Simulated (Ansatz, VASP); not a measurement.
# SrO in VASP and in Ansatz

INCAR

```
SYSTEM = SrO
ALGO = Normal
EDIFF = 1E-6
ENCUT = 520
GGA = PS
ISIF = 2
ISMEAR = 0
LASPH = .TRUE.
LCHARG = .TRUE.
LELF = .TRUE.
LREAL = .FALSE.
LVHAR = .TRUE.
LWAVE = .FALSE.
NBANDS = 24
NELM = 100
PREC = Accurate
SIGMA = 0.05
```

File KPOINTS:

```
k-points
0
G
  9 9 4
  0 0 0
```

File POSCAR:

```
SrO
1.0
    3.5532880902      0.0000000000      0.0000000000
   -1.7766440451      3.0772377531      0.0000000000
    0.0000000000      0.0000000000      6.2173039800
Sr O
2 2
Direct
    0.2967745722      0.5935491444      0.2500000000
    0.6666666667      0.3333333333      0.7500000000
    0.0000000000      0.0000000000      0.0000000000
    0.0000000000      0.0000000000      0.5000000000
```

Input for Ansatz:

```yaml
crystal:
  lattice:
    - [3.5532880902, 0.0, 0.0]
    - [-1.7766440451, 3.0772377531, 0.0]
    - [0.0, 0.0, 6.21730398]
  atoms:
    - { symbol: Sr, position: [0.2967745722, 0.5935491444, 0.25] }
    - { symbol: Sr, position: [0.6666666667, 0.3333333333, 0.75] }
    - { symbol: O, position: [0.0, 0.0, 0.0] }
    - { symbol: O, position: [0.0, 0.0, 0.5] }
basis:
  ecutwfc: 420
kpoints:
  mp_grid: { grid: [9, 9, 4] }
hamiltonian:
  xc: pbesol
scf:
  occupations: { method: gaussian, width: 0.05 }
output:
  forces: true
  stress: true
  eigenvalues: true
```

Alike in both runs: task single point; functional PBEsol; k mesh 9 × 9 × 4; occupations gaussian, width 0.05 eV; no spin polarisation.

|  | VASP | Ansatz |
| --- | --- | --- |
| version | VASP 6.6.1 | Ansatz 0.2.0 |
| potentials or method | VASP PAW PBE potentials, release 64 (Sr_sv, O), cutoff 520 eV | scalar-relativistic, plane waves, PAW |
| valence electrons in the cell | 32 | 32 |

Ansatz gave:

```
gap on the k mesh at the Fermi level (eV)                     : 2.89
least direct gap on the mesh (eV)                             : 2.91
pressure (GPa)                                                : -1.5
traceless stress, the component that is largest in VASP (GPa) : -0.03
rms of the force components (eV/Å)                            : 0.317
```

Q: Which values does VASP return?

A: gap on the k mesh at the Fermi level (eV): 2.85; least direct gap on the mesh (eV): 2.90; pressure (GPa): -0.8; traceless stress, the component that is largest in VASP (GPa): -0.16; rms of the force components (eV/Å): 0.338.

VASP's potentials were made for PBE, not for PBEsol. Atom by atom the forces differ by 0.021 eV/Å (rms over components).
